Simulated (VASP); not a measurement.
SiO, 2 atoms in the cell. It takes space group F-43m (No. 216, cubic). Conventional cell: a = 4.801 Å, b = 4.801 Å, c = 4.801 Å, α = 90.00°, β = 90.00°, γ = 90.00°. Within 2.8 Å of Si (site symmetry -43m) lie 4 O at 2.08 Å. Within 2.8 Å of O (site symmetry -43m) lie 4 Si at 2.08 Å. 

- Program: VASP 6.6.1
- Task: single point
- Functional: PBE
- Potentials or basis: VASP PAW PBE potentials, release 64 (Si, O)
- Cutoff: 520 eV
- k mesh: 9 × 9 × 9
- Occupations: fermi-dirac, width 0.05 eV
- Spin: no spin polarisation
- Dipole correction: no
- Further INCAR settings: ALGO = Normal; EDIFF = 1e-07; NBANDS = 12

Potentials or basis: VASP PAW PBE potentials, release 64 (Si, O).

Run with:

```bash
$ cat potpaw_PBE.64/Si/POTCAR potpaw_PBE.64/O/POTCAR > POTCAR
$ mpirun -np 1 vasp_std > vasp.out
```

Hardware: 1 thread of Intel Xeon 8259CL, with other jobs on the host.

Question: How long does it take, and how much memory?

Answer: It took 26 s on 1 thread of Intel Xeon 8259CL (shared host), peak memory 0.15 GiB. Counts: scf iterations 14, k points 35.
